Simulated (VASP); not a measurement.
Ge, 2 atoms in the cell. The structure is trigonal, space group R-3m (No. 166). The conventional cell has a = 4.132 Å, b = 4.132 Å, c = 9.733 Å, α = 90.00°, β = 90.00°, γ = 120.00°. Ge (site symmetry 3m) has 4 Ge at 2.46 to 2.51 Å within 3.3 Å.  This cell differs from its parent crystal: epitaxial 111 strain +3.0%.

| Quantity | Value |
| --- | --- |
| Program | VASP 6.6.1 |
| Task | single point |
| Functional | r2SCAN |
| Potentials or basis | VASP PAW PBE potentials, release 64 (Ge_d) |
| Cutoff | 520 eV |
| k mesh | 8 × 8 × 8 |
| Occupations | fermi-dirac, width 0.02 eV |
| Spin | no spin polarisation |
| Dipole correction | no |
| Further INCAR settings | ALGO = Normal; EDIFF = 1e-07; NBANDS = 21 |

Potentials or basis: VASP PAW PBE potentials, release 64 (Ge_d).

Launch:

```console
$ cat potpaw_PBE.64/Ge_d/POTCAR > POTCAR
$ cp INCAR.step1 INCAR
$ mpirun -np 1 vasp_std > vasp.out
$ cp INCAR.step2 INCAR
$ mpirun -np 1 vasp_std > vasp.out
```

Hardware: 1 thread of Intel(R) Xeon(R) 6975P-C (Granite Rapids), on a shared host.

How long does it take, and how much memory?

Run time: 110 s on 1 thread of Intel(R) Xeon(R) 6975P-C (Granite Rapids) (shared host), peak memory 0.19 GiB. Counts: k points 65.
